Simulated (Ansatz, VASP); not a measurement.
AlNi in VASP and in Ansatz

```
Al Ni
1.0
     4.08562    0.00000   -2.90114
    -4.08562    0.00000   -2.90114
     0.00000    4.08562    2.90114
Al Ni
4 4
Direct
  0.00000 0.00000 0.00000
  0.50000 0.00000 0.50000
  0.00000 0.50000 0.50000
  0.50000 0.50000 0.00000
  0.96122 0.96122 0.50000
  0.50000 0.00000 0.00000
  0.00000 0.50000 0.00000
  0.50000 0.50000 0.50000
```

Alike in both runs: task single point; functional PBE; k mesh 14 × 14 × 14; occupations gaussian, width 0.15 eV; no spin polarisation.

```csv
,VASP,Ansatz
version,VASP 6.6.1,Ansatz 0.2.0
potentials or method,"VASP PAW PBE potentials, release 64 (Al, Ni), cutoff 520 eV","scalar-relativistic, plane waves, PAW"
valence electrons in the cell,52,84
```

Ansatz gave:

| Item | Value |
| --- | --- |
| gap on the k mesh at the Fermi level (eV) | none |
| pressure (GPa) | 1.1 |
| rms of the force components (eV/Å) | 0.399 |

Q: Estimate VASP's values.

A: gap on the k mesh at the Fermi level (eV): none; pressure (GPa): 0.8; rms of the force components (eV/Å): 0.399.

Atom by atom the forces differ by 0.001 eV/Å (rms over components). A gap of «none» marks a metal or a gap that the smearing closes. VASP's potentials hold 52 valence electrons a cell and Ansatz's 84, so a difference there can come from the potentials and not from the codes.
